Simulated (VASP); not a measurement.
# As in VASP: notebook

As is run at these levels: PBE; tasks: single point.

All numbers are computed with VASP 6.6.1; they aren't measurements. Logs are shortened: lines on timing, memory, paths and dates and some standing lists are left out, and cuts for length are marked.

### Step 1. The cell of the first run

The cell holds a slab with vacuum, 2 atoms: a = 3.555 Å, b = 3.555 Å, c = 28.000 Å, α = 90.00°, β = 90.00°, γ = 120.00°.

### Step 2. Single point, PBE

INCAR reads:

```
SYSTEM = As
PREC = Accurate
ENCUT = 520
EDIFF = 1E-7
ISMEAR = 0
SIGMA = 0.02
LREAL = .FALSE.
LASPH = .TRUE.
NELM = 60
ALGO = Normal
ISIF = 2
LWAVE = .FALSE.
LCHARG = .TRUE.
LDIPOL = .TRUE.
IDIPOL = 3
DIPOL = 0.5 0.5 0.500
GGA = PE
LELF = .TRUE.
LVHAR = .TRUE.
LVACPOTAV = .TRUE.
NBANDS = 12
```

KPOINTS reads:

```
Automatic mesh
0
G
  9 9 1
  0 0 0
```

POSCAR reads:

```
As
1.0
    3.5550000000      0.0000000000      0.0000000000
   -1.7775000000      3.0787203105      0.0000000000
    0.0000000000      0.0000000000     28.0000000000
As
2
Direct
    0.3333333333      0.6666666667      0.5266071429
    0.6666666667      0.3333333333      0.4733928571
```

Potentials or basis: VASP PAW PBE potentials, release 64 (As).

Command:

```bash
$ cat potpaw_PBE.64/As/POTCAR > POTCAR
$ mpirun -np 1 vasp_std > vasp.out
```

OUTCAR:

```text
SYSTEM = As
   PREC = Accurate
   ENCUT = 520
   EDIFF = 1E-7
   ISMEAR = 0
   LREAL = .FALSE.
   LASPH = .TRUE.
   NELM = 60
   ISIF = 2
   GGA = PE

 ion  position               nearest neighbor table
   1  0.333  0.667  0.527-   2 2.54   2 2.54   2 2.54
   2  0.667  0.333  0.473-   1 2.54   1 2.54   1 2.54

  LATTYP: Found a hexagonal cell.
 ALAT       =     3.5550000000
 C/A-ratio  =     7.8762306610

  Lattice vectors:

 A1 = (   3.5550000000,   0.0000000000,   0.0000000000)
 A2 = (  -1.7775000000,   3.0787203105,   0.0000000000)
 A3 = (   0.0000000000,   0.0000000000,  28.0000000000)

Analysis of symmetry for initial positions (statically):
=====================================================================
 Subroutine PRICEL returns:
 Original cell was already a primitive cell.

 Routine SETGRP: Setting up the symmetry group for a
 hexagonal supercell.

 Subroutine GETGRP returns: Found 12 space group operations
 (whereof 12 operations were pure point group operations)
 out of a pool of 24 trial point group operations.

The static configuration has the point symmetry D_3d.

Analysis of symmetry for dynamics (positions and initial velocities):
=====================================================================
 Subroutine PRICEL returns:
 Original cell was already a primitive cell.

 Routine SETGRP: Setting up the symmetry group for a
 hexagonal supercell.

 Subroutine GETGRP returns: Found 12 space group operations
 (whereof 12 operations were pure point group operations)
 out of a pool of 24 trial point group operations.

The dynamic configuration has the point symmetry D_3d.

 Subroutine INISYM returns: Found 12 space group operations
 (whereof 12 operations are pure point group operations),
 and found     1 'primitive' translations

----------------------------------------------------------------------------------------

                                     Primitive cell

  volume of cell :     306.4558

  direct lattice vectors                    reciprocal lattice vectors
     3.555000000  0.000000000  0.000000000     0.281293952  0.162405139  0.000000000
    -1.777500000  3.078720311  0.000000000     0.000000000  0.324810278  0.000000000
     0.000000000  0.000000000 28.000000000     0.000000000  0.000000000  0.035714286

  length of vectors
[... 83 lines left out ...]
   EFERMI =   0.00;   METHOD = LEGACY
   ISMEAR =     0;   SIGMA  =   0.02  broadening in eV -4-tet -1-fermi 0-gaus
   EFERMI_NEDOS =   21; number of points for ismear=-14 and -15
   IALGO  =     38    algorithm
   IMIX   =      4    mixing-type and parameters
     AMIX     =   0.40;   BMIX     =  1.00
     AMIX_MAG =   1.60;   BMIX_MAG =  1.00
  volume/ion in A,a.u.               =     153.23      1034.03
  Fermi-wavevector in a.u.,A,eV,Ry     =   0.523141  0.988593  3.723597  0.273677
  Thomas-Fermi vector in A             =   1.542280
   LORBIT       =      0    0 simple, 1 ext, 2 COOP (PROOUT), +10 PAW based schemes
   GGA     = PE    functional components
   LHFCALC =     F    Hartree Fock is set to
   AEXX    =    0.0000 exact exchange contribution
   IVDW    =     0    specifies the selected vdW correction
   LEPSILON=     F    determine dielectric tensor
   LRPA    =     F    only Hartree local field effects (RPA)
 non-spin polarized calculation
 Gauss-broadening in eV      SIGMA  =   0.02
  energy-cutoff  :      520.00
  volume of cell :      306.46
 maximum number of plane-waves:      8361
 NGX is ok and might be reduce to    28
   NGX = 13   NGY = 13   NGZ =105

 dipolmoment           0.000000      0.000000      0.000000 electrons x Angstroem

 number of electron      10.0000001 magnetization

 dipolmoment           0.000000      0.000000     -0.000000 electrons x Angstroem

 Free energy of the ion-electron system (eV)
  ---------------------------------------------------
  ext. energy  EPLUGINS =         0.00000000
  ---------------------------------------------------
  free energy    TOTEN  =        -9.28157031 eV

  energy without entropy =       -9.28157031  energy(sigma->0) =       -9.28157031

 E-fermi :  -3.2428     XC(G=0):  -1.9086

 val. band max:       -3.3966960411   @ k =   0.0000   0.0000   0.0000
 cond. band min:      -2.2948531236   @ k =   0.3333   0.0000   0.0000
 fundamental gap:      1.1018429175
 Fermi energy:        -3.2427530829

 k-point     1 :       0.0000    0.0000    0.0000
  band No.  band energies     occupation
      1     -17.2011      2.00000
      2     -11.3472      2.00000
      3      -4.7757      2.00000
      4      -3.3967      2.00000
      5      -3.3967      2.00000
      6      -1.4816      0.00000
      7      -0.1741      0.00000
      8      -0.1741      0.00000
      9       0.9052      0.00000
     10       1.0866      0.00000
     11       1.5003      0.00000
     12       1.7850      0.00000
[... 151 lines left out ...]
 k-point    12 :       0.3333    0.3333    0.0000
  band No.  band energies     occupation
      1     -13.5970      2.00000
      2     -13.5970      2.00000
      3      -8.0228      2.00000
      4      -5.9429      2.00000
      5      -5.9429      2.00000
      6      -2.1806      0.00000
      7       0.4049      0.00000
      8       0.4049      0.00000
      9       4.1501      0.00000
     10       5.3014      0.00000
     11       5.3014      0.00000
     12       5.9423      0.00000

------------------------ aborting loop because EDIFF is reached ----------------------------------------

 vacuum level on the upper side and lower side of the slab       (xc-potential included)        -0.085        -0.085

  FORCE on cell =-STRESS in cart. coord.  units (eV):
  Direction    XX          YY          ZZ          XY          YZ          ZX
  --------------------------------------------------------------------------------------
  -------------------------------------------------------------------------------------
  Total        0.2231980      0.2231980     -1.4830166      0.0000000      0.0000000      0.0000000
  in kB        1.1668982      1.1668982     -7.7533381      0.0000000      0.0000000      0.0000000
  external PRESSURE =      -1.8065139 kB  Pullay stress =       0.0000000 kB

 VOLUME and BASIS-vectors are now :
 -----------------------------------------------------------------------------
  energy-cutoff  :      520.00
  volume of cell :      306.46
      direct lattice vectors                 reciprocal lattice vectors
     3.555000000  0.000000000  0.000000000     0.281293952  0.162405139  0.000000000
    -1.777500000  3.078720311  0.000000000     0.000000000  0.324810278  0.000000000
     0.000000000  0.000000000 28.000000000     0.000000000  0.000000000  0.035714286

 POSITION                                       TOTAL-FORCE (eV/Angst)
 -----------------------------------------------------------------------------------
     -0.00000      2.05248     14.74500         0.000000     -0.000000     -0.994515
      1.77750      1.02624     13.25500        -0.000000      0.000000      0.994515
 -----------------------------------------------------------------------------------
    total drift:                               -0.000000      0.000000     -0.000000

  FREE ENERGIE OF THE ION-ELECTRON SYSTEM (eV)
  ---------------------------------------------------
  free  energy   TOTEN  =        -9.2815703056 eV

  energy  without entropy=       -9.2815703056  energy(sigma->0) =       -9.28157031

 vacuum level on the upper side and lower side of the slab         1.356         1.356
```

OSZICAR:

```text
N       E                     dE             d eps       ncg     rms          rms(c)
DAV:   1     0.639776358786E+02    0.63978E+02   -0.26983E+03   288   0.526E+02
DAV:   2    -0.234799314021E+01   -0.66326E+02   -0.56963E+02   460   0.805E+01
DAV:   3    -0.926169119091E+01   -0.69137E+01   -0.68989E+01   448   0.375E+01
[... 13 lines left out ...]
DAV:  17    -0.928156775994E+01   -0.75693E-05   -0.30453E-07   320   0.131E-03    0.307E-04
DAV:  18    -0.928156904057E+01   -0.12806E-05   -0.13846E-08   396   0.384E-04    0.978E-05
DAV:  19    -0.928157011335E+01   -0.10728E-05   -0.25858E-08   352   0.371E-04    0.815E-05
DAV:  20    -0.928157026262E+01   -0.14927E-06   -0.57377E-10   344   0.917E-05    0.187E-05
DAV:  21    -0.928157030560E+01   -0.42988E-07    0.30259E-10   300   0.408E-05
   1 F= -.92815703E+01 E0= -.92815703E+01  d E =-.518479E-29
```

stdout:

```text
POSCAR found type information on POSCAR As
 POSCAR found :  1 types and       2 ions
 scaLAPACK will be used
 LDA part: xc-table for (Slater+PW92), standard interpolation
 POSCAR, INCAR and KPOINTS ok, starting setup
 FFT: planning ... GRIDC
 FFT: planning ... GRID_SOFT
 FFT: planning ... GRID
 WAVECAR not read
 entering main loop
```

Wall time 81 s (1 thread of Intel Xeon Platinum 8375C at 2.90GHz (Ice Lake), shared host); peak memory 0.39 GiB.

Results:

- Free energy: -9.2816 eV
- Largest force: 0.995 eV/Å
- Band gap on the k mesh: 1.10 eV, indirect (least direct gap 1.92 eV)
- Ionisation potential of the upper face: 4.75 eV

Forces on the atoms (eV/Å):
```
As   0.000  0.000 -0.995
As   0.000  0.000  0.995
```

### Step 3. Single point, PBE

INCAR reads:

```
PREC = Accurate
ENCUT = 520
EDIFF = 1E-7
ISMEAR = 0
SIGMA = 0.02
LREAL = F
LASPH = T
NELM = 60
ALGO = Normal
ISIF = 2
LWAVE = F
LCHARG = F
LDIPOL = T
IDIPOL = 3
DIPOL = 0.5 0.5 0.500
GGA = PE
NBANDS = 12
```

KPOINTS reads:

```
Automatic mesh
0
Gamma
  9 9 1
```

POSCAR reads:

```
As
1.0
    3.5550000000      0.0000000000      0.0000000000
   -1.7775000000      3.0787203105      0.0000000000
    0.0000000000      0.0000000000     28.0000000000
As
2
Direct
    0.3333333333      0.6666666667      0.5372500000
    0.6666666667      0.3333333333      0.4627500000
```

Potentials or basis: VASP PAW PBE potentials, release 64 (As).

Command:

```bash
$ cat potpaw_PBE.64/As/POTCAR > POTCAR
$ mpirun -np 1 vasp_std > vasp.out
```

OUTCAR:

```text
PREC = Accurate
   ENCUT = 520
   EDIFF = 1E-7
   ISMEAR = 0
   LREAL = F
   LASPH = T
   NELM = 60
   ISIF = 2
   GGA = PE

 ion  position               nearest neighbor table
   1  0.333  0.667  0.537-
   2  0.667  0.333  0.463-

  LATTYP: Found a hexagonal cell.
 ALAT       =     3.5550000000
 C/A-ratio  =     7.8762306610

  Lattice vectors:

 A1 = (   3.5550000000,   0.0000000000,   0.0000000000)
[... 355 lines left out ...]

 vacuum level on the upper side and lower side of the slab       (xc-potential included)        -0.008        -0.008

  FORCE on cell =-STRESS in cart. coord.  units (eV):
  Direction    XX          YY          ZZ          XY          YZ          ZX
  --------------------------------------------------------------------------------------
  -------------------------------------------------------------------------------------
  Total       -2.6032857     -2.6032857     -6.6125696      0.0000000      0.0000000      0.0000000
  in kB      -13.6102010    -13.6102010    -34.5710814      0.0000000      0.0000000      0.0000000
  external PRESSURE =     -20.5971612 kB  Pullay stress =       0.0000000 kB

 VOLUME and BASIS-vectors are now :
 -----------------------------------------------------------------------------
  energy-cutoff  :      520.00
  volume of cell :      306.46
      direct lattice vectors                 reciprocal lattice vectors
     3.555000000  0.000000000  0.000000000     0.281293952  0.162405139  0.000000000
    -1.777500000  3.078720311  0.000000000     0.000000000  0.324810278  0.000000000
     0.000000000  0.000000000 28.000000000     0.000000000  0.000000000  0.035714286

 POSITION                                       TOTAL-FORCE (eV/Angst)
 -----------------------------------------------------------------------------------
     -0.00000      2.05248     15.04300        -0.000000      0.000000     -3.169435
      1.77750      1.02624     12.95700         0.000000     -0.000000      3.169435
 -----------------------------------------------------------------------------------
    total drift:                               -0.000000      0.000000     -0.000000

  FREE ENERGIE OF THE ION-ELECTRON SYSTEM (eV)
  ---------------------------------------------------
  free  energy   TOTEN  =        -7.6010532489 eV

  energy  without entropy=       -7.5993815760  energy(sigma->0) =       -7.60021741

 vacuum level on the upper side and lower side of the slab         1.300         1.300
```

Run time: 70 s. Hardware: 1 thread of Intel Xeon Platinum 8375C at 2.90GHz (Ice Lake), shared host; peak memory 0.38 GiB.

What came out:

```
Free energy            : -7.6011 eV
Largest force          : 3.169 eV/Å
Band gap on the k mesh : zero (band 5 reaches -1.71 eV, above the bottom of band 6 at -3.34 eV)
```

Forces on the atoms (eV/Å):
```
As   0.000  0.000 -3.169
As   0.000  0.000  3.169
```

### Step 4. Single point, PBE

Changes to INCAR since step 3:

```diff
@@ -2,3 +2,3 @@
 ENCUT = 520
-EDIFF = 1E-7
+EDIFF = 1E-6
 ISMEAR = 0
@@ -7,3 +7,3 @@
 LASPH = T
-NELM = 60
+NELM = 100
 ALGO = Normal
```

KPOINTS is that of step 3.

POSCAR reads:

```
As
1.0
    3.5550000000      0.0000000000      0.0000000000
   -1.7775000000      3.0787203105      0.0000000000
    0.0000000000      0.0000000000     28.0000000000
As
2
Direct
    0.3333333333      0.6666666667      0.5266071429
    0.6666666667      0.3333333333      0.4733928571
```

Command:

```bash
$ cat potpaw_PBE.64/As/POTCAR > POTCAR
$ mpirun -np 1 vasp_std > vasp.out
```

Run time: 63 s. Hardware: 1 thread of Intel Xeon Platinum 8375C at 2.90GHz (Ice Lake), shared host; peak memory 0.4 GiB.

The run converged. Its results:

- Free energy: -9.2816 eV
- Largest force: 0.995 eV/Å
- Band gap on the k mesh: 1.10 eV, indirect (least direct gap 1.92 eV)

Forces on the atoms (eV/Å):
```
As   0.000  0.000 -0.995
As   0.000  0.000  0.995
```

Levels at points of the mesh, in eV from the valence-band top:
```csv
k point,band 3,band 4,band 5,band 6,band 7,band 8
"(0.00, 0.00, 0.00)",-1.38,0.00,0.00,1.92,3.22,3.22
```
